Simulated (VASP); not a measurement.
Wanted: the native input for a VASP 6.6.1 run.

```
Task                   : single point
Functional             : PBE
Potentials or basis    : VASP PAW PBE potentials, release 64 (B, As)
Cutoff                 : 520 eV
k mesh                 : 6 × 6 × 4
Occupations            : gaussian, width 0.1 eV
Spin                   : no spin polarisation
Dipole correction      : no
Further INCAR settings : ALGO = Normal; EDIFF = 1e-06; NBANDS = 14
```

The structure of BAs2 lies in POSCAR:

```
BAs2
1.0
    2.9318614500      0.0000000000      0.0000000000
    0.0000000000      2.9318614500      0.0000000000
    0.0000000000      0.0000000000      6.0491661300
B As
1 2
Direct
    0.0000000000      0.0000000000      0.0000000000
    0.5000000000      0.5000000000      0.2949999900
    0.5000000000      0.5000000000      0.7050000100
```

The input as run:

INCAR

```
SYSTEM = BAs2
PREC = Accurate ; ENCUT = 520
EDIFF = 1E-6 ; ISMEAR = 0
SIGMA = 0.1 ; LREAL = .False.
LASPH = .True. ; NELM = 80
ALGO = Normal ; ISIF = 2
LWAVE = .False. ; LCHARG = .False.
GGA = PE ; NBANDS = 14
```

KPOINTS

```
regular mesh
0
Gamma
  6 6 4
  0 0 0
```

Potentials or basis: VASP PAW PBE potentials, release 64 (B, As).

Run with:

```sh
$ cat potpaw_PBE.64/B/POTCAR potpaw_PBE.64/As/POTCAR > POTCAR
$ mpirun -np 1 vasp_std > vasp.out
```

It gave:

The pressure is -2.2 GPa and the largest force is 1.662 eV/Å.

Caveat: forces of over 1 eV/Å act on the atoms, so gaps and moduli don't describe the material at rest.

Wall time 7.7 s on 1 thread of Intel(R) Xeon(R) 6975P-C (Granite Rapids), with other jobs on the host, peak memory 0.17 GiB.
